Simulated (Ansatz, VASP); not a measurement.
**CsZn in VASP and in Ansatz**

The input INCAR:

```
SYSTEM = CsZn
PREC = Accurate
ENCUT = 600
EDIFF = 1E-7
ISMEAR = -1
SIGMA = 0.05
LREAL = .False.
LASPH = .True.
NELM = 100
ALGO = Normal
ISIF = 3
LWAVE = .False.
LCHARG = .False.
GGA = PE
IBRION = 2
NSW = 32
EDIFFG = -0.005
```

File KPOINTS:

```
Automatic mesh
0
Gamma
  8 8 8
  0 0 0
```

File POSCAR:

```
CsZn
1.0
    4.5860445664      0.0000000000      0.0000000000
    0.0000000000      4.5860445664      0.0000000000
    0.0000000000      0.0000000000      4.5860445664
Cs Zn
1 1
Direct
    0.0000000000      0.0000000000      0.0000000000
    0.5000000000      0.5000000000      0.5000000000
```

Input for Ansatz:

```yaml
crystal:
  lattice:
    - [4.5860445664, 0.0, 0.0]
    - [0.0, 4.5860445664, 0.0]
    - [0.0, 0.0, 4.5860445664]
  atoms:
    - { symbol: Cs, position: [0.0, 0.0, 0.0] }
    - { symbol: Zn, position: [0.5, 0.5, 0.5] }
kpoints:
  mp_grid: { grid: [8, 8, 8] }
scf:
  occupations: { method: fermi_dirac, width: 0.05 }
hamiltonian:
  xc: pbe
  pseudopotentials: { kind: all_electron, lapw: { basis_error: 0.0005 } }
output:
  forces: true
  stress: true
  eigenvalues: true
relax:
  f_tol: 0.005
  max_steps: 12
  cell: {}
```

Alike in both runs: task relaxation of cell and atoms; functional PBE; k mesh 8 × 8 × 8; occupations fermi-dirac, width 0.05 eV; no spin polarisation.

```csv
,VASP,Ansatz
version,VASP 6.6.1,Ansatz 0.2.0
potentials or method,"VASP PAW PBE potentials, release 64 (Cs_sv, Zn), cutoff 600 eV","all-electron LAPW, scalar-relativistic"
```

|  | VASP | Ansatz | Ansatz less VASP |
| --- | --- | --- | --- |
| relaxed volume (Å³/atom) | 47.93 | 48.23 | +0.298 |
| relaxed cell length with the largest relative difference (Å) | 4.577 | 4.586 | +0.0095 |

Ansatz ran all-electron here, and VASP with PAW potentials.

Spin-orbit coupling is off throughout.
